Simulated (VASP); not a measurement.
Here is a VASP 6.6.1 calculation.

The input INCAR:

```
SYSTEM = Ga3Se
PREC     = Accurate       ! precision mode
ENCUT    = 520            ! plane-wave cutoff, eV
EDIFF    = 1E-7           ! SCF threshold, eV
ISMEAR   = -1             ! smearing method
SIGMA    = 0.05           ! smearing width, eV
LREAL    = .FALSE.        ! projectors in reciprocal space
LASPH    = .TRUE.         ! aspherical terms in the spheres
NELM     = 100            ! most SCF steps
ALGO     = Normal         ! electronic algorithm
ISIF     = 2              ! what is computed and relaxed
LWAVE    = .FALSE.        ! write WAVECAR
LCHARG   = .FALSE.        ! write CHGCAR
GGA      = PS             ! functional
NBANDS   = 30             ! bands
```

File KPOINTS:

```
Automatic mesh
0
G
  6 6 6
  0 0 0
```

The input POSCAR:

```
Ga3Se
1.0
    4.4907935969      0.0000000000      0.0000000000
    0.0000000000      4.4907935969      0.0000000000
    0.0000000000      0.0000000000      4.4907935969
Se Ga
1 3
Direct
    0.0000000000      0.0000000000      0.0000000000
    0.5000000000      0.5000000000      0.0000000000
    0.5000000000      0.0000000000      0.5000000000
    0.0000000000      0.5000000000      0.5000000000
```

Potentials or basis: VASP PAW PBE potentials, release 64 (Se, Ga_d).

Command:

```sh
$ cat potpaw_PBE.64/Se/POTCAR potpaw_PBE.64/Ga_d/POTCAR > POTCAR
$ mpirun -np 1 vasp_std > vasp.out
```

Problem. Predict the pressure.

Solution. -4.7 GPa.

Caveat: the PAW data sets were made with another functional, which shifts forces and pressure a little.
